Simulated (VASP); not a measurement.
Wanted: the native input for a VASP 6.6.1 run.

| Quantity | Value |
| --- | --- |
| Task | single point |
| Functional | PBE |
| Potentials or basis | VASP PAW PBE potentials, release 64 (La, O) |
| Cutoff | 520 eV |
| k mesh | 6 × 6 × 4 |
| Occupations | gaussian, width 0.01 eV |
| Spin | no spin polarisation |
| Dipole correction | no |
| Further INCAR settings | ALGO = Normal; EDIFF = 1e-06; NBANDS = 28 |

The structure of La2O3 lies in POSCAR:

```
La2O3
1.0
    3.8294145941      0.0000000000      0.0000000000
   -1.9147072971      3.3163703201      0.0000000000
    0.0000000000      0.0000000000      5.3998360721
La O
2 3
Direct
    0.6666666667      0.3333333333      0.7688592993
    0.3333333333      0.6666666667      0.2311407007
    0.6666666667      0.3333333333      0.3419928869
    0.3333333333      0.6666666667      0.6580071131
    0.0000000000      0.0000000000      0.0000000000
```

One way to write it, as run:

INCAR

```
SYSTEM = La2O3
PREC = Accurate ; ENCUT = 520
EDIFF = 1E-6 ; ISMEAR = 0
SIGMA = 0.01 ; LREAL = .FALSE.
LASPH = .TRUE. ; NELM = 60
ALGO = Normal ; ISIF = 2
LWAVE = .FALSE. ; LCHARG = .TRUE.
GGA = PE ; LELF = .TRUE.
LVHAR = .TRUE. ; NBANDS = 28
```

KPOINTS

```
regular mesh
0
G
  6 6 4
  0 0 0
```

Potentials or basis: VASP PAW PBE potentials, release 64 (La, O).

Launch:

```console
$ cat potpaw_PBE.64/La/POTCAR potpaw_PBE.64/O/POTCAR > POTCAR
$ mpirun -np 1 vasp_std > vasp.out
```

Results of the run:

The pressure is 29.6 GPa and the largest force is 0.020 eV/Å. The band gap on the k mesh is 3.74 eV, indirect (least direct gap 3.91 eV).

Caveat: spin-orbit coupling is left out, which moves the levels of the heavy elements.

It took 55 s on 1 thread of Intel(R) Xeon(R) Platinum 8259CL CPU @ 2.50GHz (Skylake/Cascade Lake) (shared host), peak memory 0.2 GiB.
